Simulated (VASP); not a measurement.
Ru2C: single point with PBE

The system is Ru2C.

```
Ru C
1.0
     4.66844    0.00000    0.00000
     0.00000    4.81058    0.00000
     0.00000    0.00000    3.14222
Ru C
4 2
Direct
  0.22500 0.82500 0.50000
  0.72500 0.67500 0.00000
  0.77500 0.17500 0.50000
  0.27500 0.32500 0.00000
  0.50000 0.50000 0.50000
  0.00000 0.00000 0.00000
```

- Program: VASP 6.6.1
- Task: single point
- Functional: PBE
- Potentials or basis: VASP PAW PBE potentials, release 64 (Ru_pv, C)
- Cutoff: 520 eV
- k mesh: 4 × 4 × 6
- Occupations: gaussian, width 0.1 eV
- Spin: no spin polarisation

| Property | Result |
| --- | --- |
| Pressure | 0.6 GPa |
| Largest force | 0.353 eV/Å |
| Band gap on the k mesh | zero (band 32 reaches 11.68 eV, above the bottom of band 33 at 10.66 eV) |

Forces in eV/Å, atoms in the order of the input:
```
Ru   0.251  0.247  0.000
Ru   0.251 -0.247  0.000
Ru  -0.251 -0.247  0.000
Ru  -0.251  0.247  0.000
C    0.000  0.000  0.000
C    0.000  0.000  0.000
```

Stress tensor (GPa, compression positive):
```
 2.94  0.00  0.00
 0.00  0.12  0.00
 0.00  0.00 -1.18
```

Levels at points of the mesh, in eV from the Fermi level:
```tsv
k point	band 29	band 30	band 31	band 32	band 33	band 34	band 35	band 36
(0.00, 0.00, 0.00)	-1.63	-1.14	-0.86	0.46	0.71	0.83	2.22	2.48
(0.50, 0.00, 0.00)	-0.81	-0.81	-0.51	-0.51	0.45	0.45	0.56	0.56
(0.00, 0.50, 0.00)	-1.30	-1.30	-1.04	-1.04	0.11	0.11	1.67	1.67
(0.50, 0.50, 0.00)	-1.04	-1.04	-0.65	-0.65	-0.56	-0.56	-0.11	-0.11
(0.00, 0.00, 0.50)	-0.37	-0.37	-0.30	-0.30	0.11	0.11	2.51	2.51
(0.50, 0.00, 0.50)	-1.01	-1.01	-0.17	-0.17	0.10	0.10	1.66	1.66
(0.00, 0.50, 0.50)	0.09	0.09	0.39	0.39	0.67	0.67	1.61	1.61
(0.50, 0.50, 0.50)	-0.55	-0.55	-0.32	-0.32	0.06	0.06	1.08	1.08
```

Run time: 76 s on 1 thread of Intel Xeon 6975P-C (shared host), peak memory 0.22 GiB.
